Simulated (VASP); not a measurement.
# SiC (F-43m) in VASP: phonons with PBE+D3(BJ)

Aim: the phonons of SiC with PBE+D3(BJ).

Everything below comes from runs of VASP 6.6.1. Logs are shortened: lines on timing, memory, paths and dates and some standing lists are left out, and cuts for length are marked.

**1. The cell of the first run**

The structure is cubic, space group F-43m (No. 216). The conventional cell has a = 4.349 Å, b = 4.349 Å, c = 4.349 Å, α = 90.00°, β = 90.00°, γ = 90.00°. Within 2.5 Å of Si (site symmetry -43m) lie 4 C at 1.88 Å. C (site symmetry -43m) has 4 Si at 1.88 Å within 2.5 Å.

**2. Phonons, PBE+D3(BJ)**

INCAR

```
SYSTEM = SiC
ALGO = Normal ; EDIFF = 1E-8
ENCUT = 600 ; GGA = PE
GGA_COMPAT = .False. ; IBRION = 6
ISIF = 2 ; ISMEAR = 0
IVDW = 12 ; LASPH = .True.
LCHARG = .True. ; LREAL = .False.
LWAVE = .False. ; NELM = 120
NFREE = 2 ; NSW = 1
POTIM = 0.015 ; PREC = Accurate
SIGMA = 0.01
```

KPOINTS

```
k-points
0
Gamma
  10 10 10
  0 0 0
```

POSCAR

```
SiC
1.0
    0.0000000000      2.1744072848      2.1744072848
    2.1744072848      0.0000000000      2.1744072848
    2.1744072848      2.1744072848      0.0000000000
Si C
1 1
Direct
    0.0000000000      0.0000000000      0.0000000000
    0.2500000000      0.2500000000      0.2500000000
```

Potentials or basis: VASP PAW PBE potentials, release 64 (Si, C).

Started as:

```bash
cat potpaw_PBE.64/Si/POTCAR potpaw_PBE.64/C/POTCAR > POTCAR
mpirun -np 1 vasp_std > vasp.out
```

OUTCAR:

```text
SYSTEM = SiC
   EDIFF = 1E-8
   ENCUT = 600
   GGA = PE
   IBRION = 6
   ISIF = 2
   ISMEAR = 0
   IVDW = 12
   LASPH = .True.
   LREAL = .False.
   NELM = 120
   NFREE = 2
   NSW = 1
   POTIM = 0.015
   PREC = Accurate
 IVDW          = 12

 ion  position               nearest neighbor table
   1  0.000  0.000  0.000-   2 1.88   2 1.88   2 1.88   2 1.88
   2  0.250  0.250  0.250-   1 1.88   1 1.88   1 1.88   1 1.88

  LATTYP: Found a face centered cubic cell.
 ALAT       =     4.3488145696

  Lattice vectors:

 A1 = (   0.0000000000,   2.1744072848,   2.1744072848)
 A2 = (   2.1744072848,   0.0000000000,   2.1744072848)
 A3 = (   2.1744072848,   2.1744072848,   0.0000000000)

Analysis of symmetry for initial positions (statically):
=====================================================================
 Subroutine PRICEL returns:
 Original cell was already a primitive cell.

 Routine SETGRP: Setting up the symmetry group for a
 face centered cubic supercell.

 Subroutine GETGRP returns: Found 24 space group operations
 (whereof 24 operations were pure point group operations)
 out of a pool of 48 trial point group operations.

The static configuration has the point symmetry T_d .

Analysis of symmetry for dynamics (positions and initial velocities):
=====================================================================
 Subroutine PRICEL returns:
 Original cell was already a primitive cell.

 Routine SETGRP: Setting up the symmetry group for a
 face centered cubic supercell.

 Subroutine GETGRP returns: Found 24 space group operations
 (whereof 24 operations were pure point group operations)
 out of a pool of 48 trial point group operations.

The dynamic configuration has the point symmetry T_d .

 Subroutine INISYM returns: Found 24 space group operations
 (whereof 24 operations are pure point group operations),
 and found     1 'primitive' translations

----------------------------------------------------------------------------------------

                                     Primitive cell

  volume of cell :      20.5614

  direct lattice vectors                    reciprocal lattice vectors
     0.000000000  2.174407285  2.174407285    -0.229947721  0.229947721  0.229947721
     2.174407285  0.000000000  2.174407285     0.229947721 -0.229947721  0.229947721
     2.174407285  2.174407285  0.000000000     0.229947721  0.229947721 -0.229947721

  length of vectors
     3.075076272  3.075076272  3.075076272     0.398281136  0.398281136  0.398281136

  position of ions in fractional coordinates (direct lattice)
     0.000000000  0.000000000  0.000000000
     0.250000000  0.250000000  0.250000000

  ion indices of the primitive-cell ions
   primitive index   ion index
                 1           1
                 2           2

----------------------------------------------------------------------------------------

 KPOINTS: k-points

Automatic generation of k-mesh.
 Grid dimensions read from file:
 generate k-points for:   10   10   10

 Generating k-lattice:

  Cartesian coordinates                     Fractional coordinates (reciprocal lattice)
    -0.022994772  0.022994772  0.022994772     0.100000000  0.000000000  0.000000000
     0.022994772 -0.022994772  0.022994772     0.000000000  0.100000000  0.000000000
     0.022994772  0.022994772 -0.022994772     0.000000000  0.000000000  0.100000000

  Length of vectors
     0.039828114  0.039828114  0.039828114

  Shift w.r.t. Gamma in fractional coordinates (k-lattice)
     0.000000000  0.000000000  0.000000000

 Subroutine IBZKPT returns following result:
 ===========================================

 Found     47 irreducible k-points:

 Following reciprocal coordinates:
            Coordinates               Weight
  0.000000  0.000000  0.000000      1.000000
  0.100000  0.000000  0.000000      8.000000
  0.200000  0.000000  0.000000      8.000000
  0.300000  0.000000  0.000000      8.000000
  0.400000  0.000000  0.000000      8.000000
  0.500000  0.000000  0.000000      4.000000
[... 16 lines left out ...]
  0.300000  0.300000  0.000000      6.000000
  0.400000  0.300000  0.000000     24.000000
 [... further k-points ...]
   k-points           NKPTS =     47   k-points in BZ     NKDIM =     47   number of bands    NBANDS=      8
   number of dos      NEDOS =    301   number of ions     NIONS =      2
   total plane-waves  NPLWV =  21952
   dimension x,y,z NGX =    28 NGY =   28 NGZ =   28
   dimension x,y,z NGXF=    56 NGYF=   56 NGZF=   56
   ions per type =               1   1
   NGX,Y,Z   is equivalent  to a cutoff of  15.14, 15.14, 15.14 a.u.
   NGXF,Y,Z  is equivalent  to a cutoff of  30.27, 30.27, 30.27 a.u.
 SYSTEM =  SiC
   PREC   = accura    normal or accurate (medium, high low for compatibility)
   ISTART =      0    job   : 0-new  1-cont  2-samecut
   ICHARG =      2    charge: 1-file 2-atom 10-const
   ISPIN  =      1    spin polarized calculation?
   LNONCOLLINEAR =      F non collinear calculations
   LSORBIT =      F    spin-orbit coupling
   LASPH  =      T    aspherical Exc in radial PAW
   ENCUT  =  600.0 eV  44.10 Ry    6.64 a.u.   6.14  6.14  6.14*2*pi/ulx,y,z
   NELM   =    120;   NELMIN=  2; NELMDL= -5     # of ELM steps
   EDIFF  = 0.1E-07   stopping-criterion for ELM
   LREAL  =      F    real-space projection
   EDIFFG = 0.1E-06   stopping-criterion for IOM
   NSW    =     61    number of steps for IOM
   IBRION =      6    ionic relax: 0-MD 1-quasi-New 2-CG
   NFREE  =      2    steps in history (QN), initial steepest desc. (CG)
   ISIF   =      2    stress and relaxation
   ISYM   =      2    0-nonsym 1-usesym 2-fastsym
   POTIM  = 0.0150    time-step for ionic-motion
   TEBEG  =    0.0;   TEEND  =   0.0 temperature during run
   PSTRESS=    0.0 pullay stress
   NELECT =       8.0000    total number of electrons
   NUPDOWN=      -1.0000    fix difference up-down
   EMIN   =  10.00;   EMAX   =-10.00  energy-range for DOS
   EFERMI =   0.00;   METHOD = LEGACY
   ISMEAR =     0;   SIGMA  =   0.01  broadening in eV -4-tet -1-fermi 0-gaus
   EFERMI_NEDOS =   21; number of points for ismear=-14 and -15
   IALGO  =     38    algorithm
   IMIX   =      4    mixing-type and parameters
     AMIX     =   0.40;   BMIX     =  1.00
     AMIX_MAG =   1.60;   BMIX_MAG =  1.00
  volume/ion in A,a.u.               =      10.28        69.38
  Fermi-wavevector in a.u.,A,eV,Ry     =   1.195145  2.258497 19.434175  1.428372
  Thomas-Fermi vector in A             =   2.331118
   LORBIT       =      0    0 simple, 1 ext, 2 COOP (PROOUT), +10 PAW based schemes
   GGA     = PE    functional components
   LHFCALC =     F    Hartree Fock is set to
   AEXX    =    0.0000 exact exchange contribution
   IVDW    =    12    specifies the selected vdW correction
   LEPSILON=     F    determine dielectric tensor
   LRPA    =     F    only Hartree local field effects (RPA)
 finite differences with symmetry
 non-spin polarized calculation
 Gauss-broadening in eV      SIGMA  =   0.01
  energy-cutoff  :      600.00
  volume of cell :       20.56
 maximum number of plane-waves:       701
 NGX is ok and might be reduce to    28
   NGX = 13   NGY = 13   NGZ = 13

--------------------------------------- Ionic step        1  -------------------------------------------

 number of electron       8.0000000 magnetization

 Free energy of the ion-electron system (eV)
  ---------------------------------------------------
  ext. energy  EPLUGINS =         0.00000000
  ---------------------------------------------------
  free energy    TOTEN  =       -15.05592729 eV

  energy without entropy =      -15.05592729  energy(sigma->0) =      -15.05592729

------------------------ aborting loop because EDIFF is reached ----------------------------------------

 Edisp (eV)   -0.60605

 E8    (eV) :    -0.2277
[... 151 lines left out ...]
--------------------------------------- Ionic step        5  -------------------------------------------

 number of electron       8.0000000 magnetization

 Free energy of the ion-electron system (eV)
  ---------------------------------------------------
  ext. energy  EPLUGINS =         0.00000000
  ---------------------------------------------------
  free energy    TOTEN  =       -15.05373697 eV

  energy without entropy =      -15.05373697  energy(sigma->0) =      -15.05373697

 E-fermi :   8.3802     XC(G=0): -11.3838

 val. band max:        8.2482788690   @ k =   0.0000   0.0000   0.0000
 cond. band min:       9.5282578879   @ k =   0.5000   0.5000   0.0000
 fundamental gap:      1.2799790189
 Fermi energy:         8.3801756690

 k-point     1 :       0.0000    0.0000    0.0000
  band No.  band energies     occupation
      1      -7.2756      2.00000
      2       8.1051      2.00000
      3       8.1779      2.00000
      4       8.2483      2.00000
      5      14.4841      0.00000
      6      15.5003      0.00000
      7      15.5294      0.00000
      8      15.5604      0.00000
[... 243 lines left out ...]
 k-point    24 :       0.4000    0.3000    0.0000
  band No.  band energies     occupation
      1      -4.1161      2.00000
      2       2.5684      2.00000
      3       5.0400      2.00000
      4       5.5432      2.00000
      5      11.0472      0.00000
      6      13.8292      0.00000
      7      19.8701      0.00000
      8      20.1958      0.00000

 [... further k-points ...]

------------------------ aborting loop because EDIFF is reached ----------------------------------------

 Edisp (eV)   -0.60605

 E8    (eV) :    -0.2277
[... 25 lines left out ...]
  FREE ENERGIE OF THE ION-ELECTRON SYSTEM (eV)
  ---------------------------------------------------
  free  energy   TOTEN  =       -15.6597912139 eV

  energy  without entropy=      -15.6597912139  energy(sigma->0) =      -15.65979121

 INTERNAL STRAIN TENSORS FROM DISPLACED ATOMS
 ============================================

 INTERNAL STRAIN TENSOR FOR ION    1 for displacements in x,y,z  (eV/Angst):
          X           Y           Z          XY          YZ          ZX
  --------------------------------------------------------------------------------
  x     0.00000     0.00000     0.00000     0.00000     8.64925     0.00000
  y     0.00000     0.00000     0.00000     0.00000     0.00000     8.64925
  z     0.00000     0.00000     0.00000     8.64925     0.00000     0.00000

 INTERNAL STRAIN TENSOR FOR ION    2 for displacements in x,y,z  (eV/Angst):
          X           Y           Z          XY          YZ          ZX
  --------------------------------------------------------------------------------
  x    -0.00000     0.00000     0.00000     0.00000    -8.64443     0.00000
  y    -0.00000    -0.00000    -0.00000     0.00000     0.00000    -8.64443
  z     0.00000     0.00000    -0.00000    -8.64443     0.00000     0.00000

 Eigenvectors and eigenvalues of the dynamical matrix
 ----------------------------------------------------

   1 f  =   23.774308 THz   149.378383 2PiTHz  793.025556 cm-1    98.322594 meV
             X         Y         Z           dx          dy          dz
      0.000000  0.000000  0.000000     0.000000    0.547334    0.000000
      1.087204  1.087204  1.087204     0.000000   -0.836914    0.000000
[... 21 lines left out ...]
   6 f/i=    0.000473 THz     0.002973 2PiTHz    0.015782 cm-1     0.001957 meV
             X         Y         Z           dx          dy          dz
      0.000000  0.000000  0.000000     0.000000    0.000000    0.836914
      1.087204  1.087204  1.087204     0.000000    0.000000    0.547334

 ELASTIC MODULI CONTR FROM IONIC RELAXATION (kBar)
 Direction    XX          YY          ZZ          XY          YZ          ZX
 --------------------------------------------------------------------------------
 XX          -0.0000      0.0000      0.0000      0.0000     -0.0000     -0.0000
 YY           0.0000     -0.0000     -0.0000      0.0000      0.0000     -0.0000
 ZZ           0.0000     -0.0000     -0.0000     -0.0000      0.0000     -0.0000
 XY           0.0000      0.0000     -0.0000   -299.4321      0.0000      0.0000
 YZ          -0.0000      0.0000      0.0000      0.0000   -299.4321     -0.0000
 ZX          -0.0000     -0.0000     -0.0000      0.0000     -0.0000   -299.4321
 --------------------------------------------------------------------------------
```

Run time: 85 s. Hardware: 1 thread of Intel Xeon Platinum 8259CL at 2.50GHz (Skylake/Cascade Lake), shared host; peak memory 0.21 GiB.

Results:

```yaml
Highest_phonon_frequency_at_Γ_LO-TO_splitting_left_out: 793 cm⁻¹
Dispersion_energy_per_atom: -0.303 eV
```

Phonon frequencies in cm⁻¹ (negative: imaginary):
| q point | frequencies |
| --- | --- |
| (0.000, 0.000, 0.000) | 0 0 0 793 793 793 |
